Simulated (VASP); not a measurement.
# Rb (Im-3m) in VASP: notebook

Rb is run at these levels: PBE; tasks: single point, relaxation of cell and atoms.

Everything below comes from runs of VASP 6.6.1. Logs are shortened: lines on timing, memory, paths and dates and some standing lists are left out, and cuts for length are marked.

## 1. The cell of the first run

Symmetry: Im-3m, No. 229, cubic system. The conventional cell has a = 5.681 Å, b = 5.681 Å, c = 5.681 Å, α = 90.00°, β = 90.00°, γ = 90.00°.

## 2. Single point, PBE

Input file INCAR:

```
SYSTEM = Rb
ALGO     = Normal         ! electronic algorithm
EDIFF    = 1E-6           ! SCF threshold, eV
ENCUT    = 520            ! plane-wave cutoff, eV
GGA      = PE             ! functional
ISIF     = 2              ! what is computed and relaxed
ISMEAR   = -1             ! smearing method
LASPH    = .True.         ! aspherical terms in the spheres
LCHARG   = .True.         ! write CHGCAR
LELF     = .True.         ! ELF
LREAL    = .False.        ! projectors in reciprocal space
LVHAR    = .True.       
LWAVE    = .False.        ! write WAVECAR
NBANDS   = 10             ! bands
NELM     = 60             ! most SCF steps
PREC     = Accurate       ! precision mode
SIGMA    = 0.08           ! smearing width, eV
```

Input file KPOINTS:

```
k-points
0
Gamma
  10 10 10
  0 0 0
```

Input file POSCAR:

```
Rb
1.0
   -2.8406190482      2.8406190482      2.8406190482
    2.8406190482     -2.8406190482      2.8406190482
    2.8406190482      2.8406190482     -2.8406190482
Rb
1
Direct
    0.0000000000      0.0000000000      0.0000000000
```

Potentials or basis: VASP PAW PBE potentials, release 64 (Rb_sv).

Started as:

```sh
$ cat potpaw_PBE.64/Rb_sv/POTCAR > POTCAR
$ mpirun -np 1 vasp_std > vasp.out
```

OUTCAR:

```text
SYSTEM = Rb
   EDIFF = 1E-6
   ENCUT = 520
   GGA = PE
   ISIF = 2
   ISMEAR = -1
   LASPH = .True.
   LREAL = .False.
   NELM = 60
   PREC = Accurate

 ion  position               nearest neighbor table
   1  0.000  0.000  0.000-

  LATTYP: Found a body centered cubic cell.
 ALAT       =     5.6812380964

  Lattice vectors:

 A1 = (  -2.8406190482,   2.8406190482,   2.8406190482)
 A2 = (   2.8406190482,  -2.8406190482,   2.8406190482)
 A3 = (   2.8406190482,   2.8406190482,  -2.8406190482)

Analysis of symmetry for initial positions (statically):
=====================================================================
 Subroutine PRICEL returns:
 Original cell was already a primitive cell.

 Routine SETGRP: Setting up the symmetry group for a
 body centered cubic supercell.

 Subroutine GETGRP returns: Found 48 space group operations
 (whereof 48 operations were pure point group operations)
 out of a pool of 48 trial point group operations.

The static configuration has the point symmetry O_h .

Analysis of symmetry for dynamics (positions and initial velocities):
=====================================================================
 Subroutine PRICEL returns:
 Original cell was already a primitive cell.

 Routine SETGRP: Setting up the symmetry group for a
 body centered cubic supercell.

 Subroutine GETGRP returns: Found 48 space group operations
 (whereof 48 operations were pure point group operations)
 out of a pool of 48 trial point group operations.

The dynamic configuration has the point symmetry O_h .

 Subroutine INISYM returns: Found 48 space group operations
 (whereof 48 operations are pure point group operations),
 and found     1 'primitive' translations

----------------------------------------------------------------------------------------

                                     Primitive cell

  volume of cell :      91.6851

  direct lattice vectors                    reciprocal lattice vectors
    -2.840619048  2.840619048  2.840619048     0.000000000  0.176017971  0.176017971
     2.840619048 -2.840619048  2.840619048     0.176017971  0.000000000  0.176017971
     2.840619048  2.840619048 -2.840619048     0.176017971  0.176017971  0.000000000

  length of vectors
     4.920096516  4.920096516  4.920096516     0.248927001  0.248927001  0.248927001

[... 79 lines left out ...]
   LREAL  =      F    real-space projection
   EDIFFG = 0.1E-04   stopping-criterion for IOM
   NSW    =      0    number of steps for IOM
   IBRION =     -1    ionic relax: 0-MD 1-quasi-New 2-CG
   NFREE  =      0    steps in history (QN), initial steepest desc. (CG)
   ISIF   =      2    stress and relaxation
   ISYM   =      2    0-nonsym 1-usesym 2-fastsym
   POTIM  = 0.5000    time-step for ionic-motion
   TEBEG  =    0.0;   TEEND  =   0.0 temperature during run
   PSTRESS=    0.0 pullay stress
   NELECT =       9.0000    total number of electrons
   NUPDOWN=      -1.0000    fix difference up-down
   EMIN   =  10.00;   EMAX   =-10.00  energy-range for DOS
   EFERMI =   0.00;   METHOD = LEGACY
   ISMEAR =    -1;   SIGMA  =   0.08  broadening in eV -4-tet -1-fermi 0-gaus
   EFERMI_NEDOS =   21; number of points for ismear=-14 and -15
   IALGO  =     38    algorithm
   IMIX   =      4    mixing-type and parameters
     AMIX     =   0.40;   BMIX     =  1.00
     AMIX_MAG =   1.60;   BMIX_MAG =  1.00
  volume/ion in A,a.u.               =      91.69       618.72
  Fermi-wavevector in a.u.,A,eV,Ry     =   0.755190  1.427101  7.759557  0.570311
  Thomas-Fermi vector in A             =   1.853028
   LORBIT       =      0    0 simple, 1 ext, 2 COOP (PROOUT), +10 PAW based schemes
   GGA     = PE    functional components
   LHFCALC =     F    Hartree Fock is set to
   AEXX    =    0.0000 exact exchange contribution
   IVDW    =     0    specifies the selected vdW correction
   LEPSILON=     F    determine dielectric tensor
   LRPA    =     F    only Hartree local field effects (RPA)
 non-spin polarized calculation
  energy-cutoff  :      520.00
  volume of cell :       91.69
 maximum number of plane-waves:      2498
 NGX is ok and might be reduce to    40
   NGX = 19   NGY = 19   NGZ = 19

 number of electron       9.0000000 magnetization

 Free energy of the ion-electron system (eV)
  ---------------------------------------------------
  ext. energy  EPLUGINS =         0.00000000
  ---------------------------------------------------
  free energy    TOTEN  =        -0.94451781 eV

  energy without entropy =       -0.92320650  energy(sigma->0) =       -0.93386215

 E-fermi :  -0.0070     XC(G=0):  -5.4483

 val. band max:       -0.0082288025   @ k =   0.3000   0.2000   0.0000
 cond. band min:      -0.0049966241   @ k =  -0.3000   0.4000   0.2000
 fundamental gap:      0.0032321784
 Fermi energy:        -0.0070279024

 k-point     1 :       0.0000    0.0000    0.0000
  band No.  band energies     occupation
      1     -28.9113      2.00000
      2     -12.9543      2.00000
      3     -12.9543      2.00000
      4     -12.9543      2.00000
      5      -1.9668      2.00000
      6       3.6672      0.00000
      7       3.6672      0.00000
      8       3.6672      0.00000
      9       4.5951      0.00000
     10       4.5951      0.00000
[... 287 lines left out ...]
 k-point    24 :      -0.3000    0.3000    0.1000
  band No.  band energies     occupation
      1     -28.9083      2.00000
      2     -13.0144      2.00000
      3     -12.9780      2.00000
      4     -12.9613      2.00000
      5      -0.8692      1.99996
      6       2.1090      0.00000
      7       2.8967      0.00000
      8       3.7426      0.00000
      9       4.5964      0.00000
     10       5.0154      0.00000

 [... further k-points ...]

------------------------ aborting loop because EDIFF is reached ----------------------------------------

  FORCE on cell =-STRESS in cart. coord.  units (eV):
  Direction    XX          YY          ZZ          XY          YZ          ZX
  --------------------------------------------------------------------------------------
  -------------------------------------------------------------------------------------
  Total       -0.0056092     -0.0056092     -0.0056092      0.0000000     -0.0000000      0.0000000
  in kB       -0.0980203     -0.0980203     -0.0980203      0.0000000     -0.0000000      0.0000000
  external PRESSURE =      -0.0980203 kB  Pullay stress =       0.0000000 kB

 VOLUME and BASIS-vectors are now :
 -----------------------------------------------------------------------------
  energy-cutoff  :      520.00
  volume of cell :       91.69
      direct lattice vectors                 reciprocal lattice vectors
    -2.840619048  2.840619048  2.840619048     0.000000000  0.176017971  0.176017971
     2.840619048 -2.840619048  2.840619048     0.176017971  0.000000000  0.176017971
     2.840619048  2.840619048 -2.840619048     0.176017971  0.176017971  0.000000000

 POSITION                                       TOTAL-FORCE (eV/Angst)
 -----------------------------------------------------------------------------------
      0.00000      0.00000      0.00000        -0.000000     -0.000000      0.000000
 -----------------------------------------------------------------------------------
    total drift:                               -0.000000      0.000000     -0.000000

  FREE ENERGIE OF THE ION-ELECTRON SYSTEM (eV)
  ---------------------------------------------------
  free  energy   TOTEN  =        -0.9445178097 eV

  energy  without entropy=       -0.9232064978  energy(sigma->0) =       -0.93386215
```

OSZICAR:

```text
N       E                     dE             d eps       ncg     rms          rms(c)
DAV:   1     0.437545279820E+02    0.43755E+02   -0.31777E+03   940   0.647E+02
DAV:   2     0.188949059669E+01   -0.41865E+02   -0.40721E+02  1058   0.124E+02
DAV:   3    -0.835263697097E+00   -0.27248E+01   -0.27146E+01  1228   0.320E+01
DAV:   4    -0.941481306095E+00   -0.10622E+00   -0.10610E+00  1362   0.580E+00
DAV:   5    -0.942865423508E+00   -0.13841E-02   -0.13840E-02  1216   0.673E-01    0.122E+00
DAV:   6    -0.943451826960E+00   -0.58640E-03   -0.19123E-03  1356   0.248E-01    0.731E-01
DAV:   7    -0.944387993961E+00   -0.93617E-03   -0.30517E-03  1104   0.318E-01    0.461E-02
DAV:   8    -0.944504487188E+00   -0.11649E-03   -0.10755E-04  1094   0.794E-02    0.211E-02
DAV:   9    -0.944518096673E+00   -0.13609E-04   -0.14105E-05  1244   0.288E-02    0.515E-03
DAV:  10    -0.944517809701E+00    0.28697E-06   -0.36759E-06  1258   0.107E-02
   1 F= -.94451781E+00 E0= -.93386215E+00  d E =-.213113E-01
```

Wall time 16 s (1 thread of Intel Xeon 6975P-C (Granite Rapids), shared host); peak memory 0.24 GiB.

What came out:

```
Free energy            : -0.9445 eV
Pressure               : 0.0 GPa
Band gap on the k mesh : zero (an odd number of electrons rules out a gap without spin polarisation)
```

[end of part 1 of 2]
